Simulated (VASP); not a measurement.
A run of VASP 6.6.1:

File INCAR:

```
  AGGAC = 1.0
  AGGAX = 1.0
  ALDAC = 0.0
  ALDAX = 1.0
  ALGO = Normal
  EDIFF = 1E-7
  ENCUT = 520
  GGA = B5
  ISIF = 2
  ISMEAR = -1
  LASPH = True
  LCHARG = False
  LREAL = False
  LWAVE = False
  NBANDS = 24
  NELM = 60
  PREC = Accurate
  SIGMA = 0.1
```

Contents of KPOINTS:

```
k-points
0
Gamma
  8 8 11
```

File POSCAR:

```
Sc
1.0
    5.2928024792      0.0000000000      0.0000000000
   -2.6464012396      4.5837014042      0.0000000000
    0.0000000000      0.0000000000      3.3236302469
Sc
3
Direct
    1.0000000000      1.0000000000      0.0000000000
    0.3333333333      0.6666666667      0.5000000000
    0.6666666667      0.3333333333      0.5000000000
```

Potentials or basis: VASP PAW PBE potentials, release 64 (Sc_sv).

Run with:

```bash
$ cat potpaw_PBE.64/Sc_sv/POTCAR > POTCAR
$ mpirun -np 1 vasp_std > vasp.out
```

Hardware: 1 thread of Intel(R) Xeon(R) 6975P-C (Granite Rapids) (shared host).

Problem. How long does it take, and how much memory?

Solution. Wall time 86 s on 1 thread of Intel(R) Xeon(R) 6975P-C (Granite Rapids), with other jobs on the host, peak memory 0.23 GiB. Counts: scf iterations 16, k points 60.
